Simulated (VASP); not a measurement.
A run of VASP 6.6.1:

Contents of INCAR:

```
  PREC = Accurate
  ENCUT = 520
  EDIFF = 1E-8
  ISMEAR = -1
  SIGMA = 0.03
  LREAL = False
  LASPH = True
  NELM = 100
  ALGO = Normal
  ISIF = 2
  LWAVE = False
  LCHARG = False
  GGA = PE
  LEFG = True
  NBANDS = 11
```

Contents of KPOINTS:

```
regular mesh
0
Gamma
  9 9 9
```

File POSCAR:

```
NaH
1.0
    0.0000000000      2.4070229846      2.4070229846
    2.4070229846      0.0000000000      2.4070229846
    2.4070229846      2.4070229846      0.0000000000
Na H
1 1
Direct
    0.0000000000      0.0000000000      0.0000000000
    0.5000000000      0.5000000000      0.5000000000
```

Potentials or basis: VASP PAW PBE potentials, release 64 (Na_pv, H).

Command:

```sh
$ cat potpaw_PBE.64/Na_pv/POTCAR potpaw_PBE.64/H/POTCAR > POTCAR
$ mpirun -np 1 vasp_std > vasp.out
```

Hardware: 1 thread of AMD EPYC 7R13 (shared host).

Q: How long does it take, and how much memory?

A: Wall time 24 s on 1 thread of AMD EPYC 7R13 (shared host), peak memory 0.12 GiB. Counts: scf iterations 15, k points 35.
